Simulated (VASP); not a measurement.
**As: single point with RPBE**

Crystal: As.

```
CELL_PARAMETERS angstrom
2.99421 0.00000 0.00000
-1.49711 2.59307 0.00000
0.00000 0.00000 10.14655
ATOMIC_POSITIONS crystal
As 0.00000 0.00000 0.00000
As 0.00000 0.00000 0.50000
As 0.33333 0.66667 0.25000
As 0.66667 0.33333 0.75000
```

```json
{"Program": "VASP 6.6.1", "Task": "single point", "Functional": "RPBE", "Potentials or basis": "VASP PAW PBE potentials, release 64 (As)", "Cutoff": "520 eV", "k mesh": "14 × 14 × 4", "Occupations": "fermi-dirac, width 0.1 eV", "Spin": "no spin polarisation"}
```

```yaml
Pressure: -0.1 GPa
Band_gap_on_the_k_mesh: zero (band 10 reaches 11.17 eV, above the bottom of band 11 at 3.73 eV)
```

Stress tensor (GPa, compression positive):
```
-0.36  0.00  0.00
 0.00 -0.36  0.00
 0.00  0.00  0.36
```

Levels at points of the mesh, in eV from the Fermi level:
| k point | band 8 | band 9 | band 10 | band 11 | band 12 | band 13 |
| --- | --- | --- | --- | --- | --- | --- |
| (0.00, 0.00, 0.00) | 4.24 | 4.24 | 4.86 | 4.86 | 4.92 | 4.92 |
| (0.50, 0.00, 0.00) | -4.11 | -1.95 | -1.10 | 0.80 | 1.68 | 1.97 |
| (0.00, 0.00, 0.50) | 2.47 | 4.42 | 4.42 | 4.42 | 4.42 | 5.43 |
| (0.50, 0.00, 0.50) | -5.05 | -0.56 | -0.56 | 1.09 | 1.09 | 1.11 |

Run time: 47 s on 1 thread of Intel(R) Xeon(R) Platinum 8259CL CPU @ 2.50GHz (Skylake/Cascade Lake), on a shared host, peak memory 0.24 GiB.

Caveat: the PAW data sets were made with another functional, which shifts forces and pressure a little.
